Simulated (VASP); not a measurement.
Input of a VASP 6.6.1 run:

The input INCAR:

```
  ALGO = Fast
  EDIFF = 1E-6
  ENCUT = 520
  GGA = CA
  ISIF = 2
  ISMEAR = 1
  LASPH = T
  LCHARG = F
  LREAL = F
  LWAVE = F
  NBANDS = 11
  NELM = 60
  PREC = Accurate
  SIGMA = 0.05
```

File KPOINTS:

```
k-points
0
Gamma
  7 7 7
```

Contents of POSCAR:

```
Ba
1.0
    0.0000000000      3.1666737309      3.1666737309
    3.1666737309      0.0000000000      3.1666737309
    3.1666737309      3.1666737309      0.0000000000
Ba
1
Direct
    0.0000000000      0.0000000000      0.0000000000
```

Potentials or basis: VASP PAW LDA potentials, release 64 (Ba_sv).

Command:

```console
$ cat potpaw_LDA.64/Ba_sv/POTCAR > POTCAR
$ mpirun -np 1 vasp_std > vasp.out
```

**Question.** What does it give for the pressure?

**Answer.** -1.1 GPa.

**Question.** What does it give for the band gap on the k mesh?

**Answer.** Zero (band 5 reaches 1.41 eV, above the bottom of band 6 at 1.30 eV).

Caveat: spin-orbit coupling is left out, which moves the levels of the heavy elements.
